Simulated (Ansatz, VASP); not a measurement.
One calculation of NaCl, two programs

```xyz
2
Lattice="3.4926 0.0000 0.0000 0.0000 3.4926 0.0000 0.0000 0.0000 3.4926" Properties=species:S:1:pos:R:3 pbc="T T T"
Na    0.0000    0.0000    0.0000
Cl    1.7463    1.7463    1.7463
```

Alike in both runs: task single point; functional PBEsol; k mesh 8 × 8 × 8; occupations gaussian, width 0.05 eV; no spin polarisation.

```csv
,VASP,Ansatz
version,VASP 6.6.1,Ansatz 0.2.0
potentials or method,"VASP PAW PBE potentials, release 64 (Na_pv, Cl), cutoff 500 eV","scalar-relativistic, plane waves, PAW"
valence electrons in the cell,14,16
```

|  | VASP | Ansatz | Ansatz less VASP |
| --- | --- | --- | --- |
| gap on the k mesh at the Fermi level (eV) | 3.86 | 3.87 | +0.003 |
| least direct gap on the mesh (eV) | 4.37 | 4.37 | +0.003 |
| pressure (GPa) | -1.1 | -1.0 | +0.02 |

VASP's potentials were made for PBE, not for PBEsol. With one functional, cell and mesh, what is left measures potentials, basis and numerics. VASP's potentials hold 14 valence electrons a cell and Ansatz's 16, so a difference there can come from the potentials and not from the codes.
